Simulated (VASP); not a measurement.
Wanted: the native input for a VASP 6.6.1 run.

| Quantity | Value |
| --- | --- |
| Task | single point |
| Functional | PBEsol |
| Dispersion | D3(BJ) |
| Potentials or basis | VASP PAW PBE potentials, release 64 (Hf_pv) |
| Cutoff | 520 eV |
| k mesh | 10 × 10 × 5 |
| Occupations | fermi-dirac, width 0.05 eV |
| Spin | no spin polarisation |
| Dipole correction | no |
| Further INCAR settings | ALGO = Normal; EDIFF = 1e-06; NBANDS = 17 |

The structure of Hf lies in POSCAR:

```
Hf
1.0
    3.1208580284      0.0000000000      0.0000000000
   -1.5604290142      2.7027423342      0.0000000000
    0.0000000000      0.0000000000      4.9380055276
Hf
2
Direct
    0.6666666667      0.3333333333      0.7500000000
    0.3333333333      0.6666666667      0.2500000000
```

One way to write it, as run:

INCAR

```
  PREC = Accurate
  ENCUT = 520
  EDIFF = 1E-6
  ISMEAR = -1
  SIGMA = 0.05
  LREAL = F
  LASPH = T
  NELM = 60
  ALGO = Normal
  ISIF = 2
  LWAVE = F
  LCHARG = F
  GGA = PS
  IVDW = 12
  NBANDS = 17
```

KPOINTS

```
regular mesh
0
Gamma
  10 10 5
```

Potentials or basis: VASP PAW PBE potentials, release 64 (Hf_pv).

The run is started by

```sh
$ cat potpaw_PBE.64/Hf_pv/POTCAR > POTCAR
$ mpirun -np 1 vasp_std > vasp.out
```

It gave:

| Quantity | Value |
| --- | --- |
| Pressure | -0.4 GPa |
| Band gap on the k mesh | zero (bands 10 and 11 overlap by 1.54 eV) |
| Dispersion energy per atom | -0.551 eV |

Caveat: the PAW data sets were made with another functional, which shifts forces and pressure a little; spin-orbit coupling is left out, which moves the levels of the heavy elements.

Wall time 32 s on 1 thread of Intel Xeon 8259CL, on a shared host, peak memory 0.18 GiB.
